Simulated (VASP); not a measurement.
# FeCo: equation of state with PBE

Crystal: FeCo.

```
Co Fe
1.0
     2.85700    0.00000    0.00000
     0.00000    2.85700    0.00000
     0.00000    0.00000    2.85700
Co Fe
1 1
Direct
  0.00000 0.00000 0.00000
  0.50000 0.50000 0.50000
```

```
Program             : VASP 6.6.1
Task                : equation of state
Functional          : PBE
Potentials or basis : VASP PAW PBE potentials, release 64 (Co_sv_GW, Fe_sv_GW)
Cutoff              : 620 eV
k mesh              : 11 × 11 × 11
Occupations         : methfessel-paxton, width 0.1 eV
Spin                : collinear spin, ferromagnetic start
Starting moments    : [2.0, 3.0] μB
```

The equilibrium volume is 11.50 Å³/atom (rough: see the caveat). The bulk modulus is 189 GPa (rough).

Energy against volume, from the lowest point:
| volume (Å³/atom) | energy (meV/atom) |
| --- | --- |
| 10.611 | 46.16 |
| 10.960 | 15.30 |
| 11.310 | 0.78 |
| 11.660 | 0.00 |
| 12.010 | 11.00 |
| 12.360 | 31.79 |
| 12.709 | 60.70 |

Wall time 2.9 min on 2 MPI ranks on Intel(R) Xeon(R) 6975P-C (Granite Rapids), with other jobs on the host, peak memory 0.22 GiB a rank.

Caveat: the fit of the energies and the printed pressures disagree.
